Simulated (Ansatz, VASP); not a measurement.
**CdS in VASP and in Ansatz**

INCAR

```
SYSTEM = CdS
  PREC = Accurate
  ENCUT = 520
  EDIFF = 1E-6
  ISMEAR = 0
  SIGMA = 0.1
  LREAL = .FALSE.
  LASPH = .TRUE.
  NELM = 100
  ALGO = Normal
  ISIF = 2
  LWAVE = .FALSE.
  LCHARG = .FALSE.
  GGA = PE
  NBANDS = 36
```

File KPOINTS:

```
regular mesh
0
G
  3 3 4
  0 0 0
```

The input POSCAR:

```
CdS
1.0
    6.6037309000      0.0000000000      0.0000000000
   -3.3018655000      5.7189987000      0.0000000000
    0.0000000000      0.0000000000      4.0021470000
Cd S
3 3
Direct
    0.6201620000      0.0000000000      0.6666667000
    0.0000000000      0.6201620000      0.3333333000
    0.3798380000      0.3798380000      0.0000000000
    0.3693230000      0.0000000000      0.1666667000
    0.0000000000      0.3693230000      0.8333333000
    0.6306770000      0.6306770000      0.5000000000
```

Input for Ansatz:

```yaml
crystal:
  lattice:
    - [6.6037309, 0.0, 0.0]
    - [-3.3018655, 5.7189987, 0.0]
    - [0.0, 0.0, 4.002147]
  atoms:
    - { symbol: Cd, position: [0.620162, 0.0, 0.6666667] }
    - { symbol: Cd, position: [0.0, 0.620162, 0.3333333] }
    - { symbol: Cd, position: [0.379838, 0.379838, 0.0] }
    - { symbol: S, position: [0.369323, 0.0, 0.1666667] }
    - { symbol: S, position: [0.0, 0.369323, 0.8333333] }
    - { symbol: S, position: [0.630677, 0.630677, 0.5] }
basis:
  ecutwfc: 420
kpoints:
  mp_grid: { grid: [3, 3, 4] }
hamiltonian:
  xc: pbe
scf:
  occupations: { method: gaussian, width: 0.1 }
  lower_state_search: "off"
output:
  forces: true
  stress: true
  eigenvalues: true
```

Alike in both runs: task single point; functional PBE; k mesh 3 × 3 × 4; occupations gaussian, width 0.1 eV; no spin polarisation.

|  | VASP | Ansatz |
| --- | --- | --- |
| version | VASP 6.6.1 | Ansatz 0.2.0 |
| potentials or method | VASP PAW PBE potentials, release 64 (Cd, S), cutoff 520 eV | scalar-relativistic, plane waves, PAW |
| valence electrons in the cell | 54 | 78 |

|  | VASP | Ansatz | Ansatz less VASP |
| --- | --- | --- | --- |
| gap on the k mesh at the Fermi level (eV) | 0.98 | 0.98 | 0.000 |
| least direct gap on the mesh (eV) | 0.98 | 0.98 | 0.000 |
| pressure (GPa) | 0.3 | 0.0 | -0.31 |
| traceless stress, the component that is largest in VASP (GPa) | 0.10 | 0.10 | +0.007 |
| rms of the force components (eV/Å) | 0.004 | 0.001 | -0.0030 |

Atom by atom the forces differ by 0.004 eV/Å (rms over components). VASP's potentials hold 54 valence electrons a cell and Ansatz's 78, so a difference there can come from the potentials and not from the codes.
